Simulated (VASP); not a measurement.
Write the native input for VASP 6.6.1 that does the following.

```yaml
Task: single point
Functional: PBEsol
Potentials_or_basis: VASP PAW PBE potentials, release 64 (Al, Cu)
Cutoff: 520 eV
k_mesh: 16 × 16 × 6
Occupations: gaussian, width 0.1 eV
Spin: no spin polarisation
Dipole_correction: no
Further_INCAR_settings: ALGO = Fast; EDIFF = 1e-07; NBANDS = 18
```

The structure of Al3Cu lies in POSCAR:

```
Al3Cu
1.0
    2.5153759029      0.0000000000      0.0000000000
    0.0000000000      2.5153759029      0.0000000000
    0.0000000000      0.0000000000      6.8240318601
Al Cu
3 1
Direct
    0.0000000000      0.0000000000      0.5000000000
    0.5000000000      0.5000000000      0.2313003024
    0.5000000000      0.5000000000      0.7686996976
    0.0000000000      0.0000000000      0.0000000000
```

These files were run (other wordings do the same):

INCAR

```
  ALGO = Fast
  EDIFF = 1E-7
  ENCUT = 520
  GGA = PS
  ISIF = 2
  ISMEAR = 0
  LASPH = T
  LCHARG = T
  LELF = T
  LREAL = F
  LVHAR = T
  LWAVE = F
  NBANDS = 18
  NELM = 100
  PREC = Accurate
  SIGMA = 0.1
```

KPOINTS

```
k-points
0
Gamma
  16 16 6
```

Potentials or basis: VASP PAW PBE potentials, release 64 (Al, Cu).

Run with:

```sh
$ cat potpaw_PBE.64/Al/POTCAR potpaw_PBE.64/Cu/POTCAR > POTCAR
$ mpirun -np 1 vasp_std > vasp.out
```

Results of the run:

```json
{
 "Pressure": "60.4 GPa",
 "Largest force": "0.009 eV/Å",
 "Band gap on the k mesh": "zero (bands 10 and 11 overlap by 6.83 eV)"
}
```

Caveat: the cell stands under pressure; the PAW data sets were made with another functional, which shifts forces and pressure a little.

Run time: 3.3 min on 1 thread of Intel(R) Xeon(R) Platinum 8259CL CPU @ 2.50GHz (Skylake/Cascade Lake), on a shared host, peak memory 0.25 GiB.
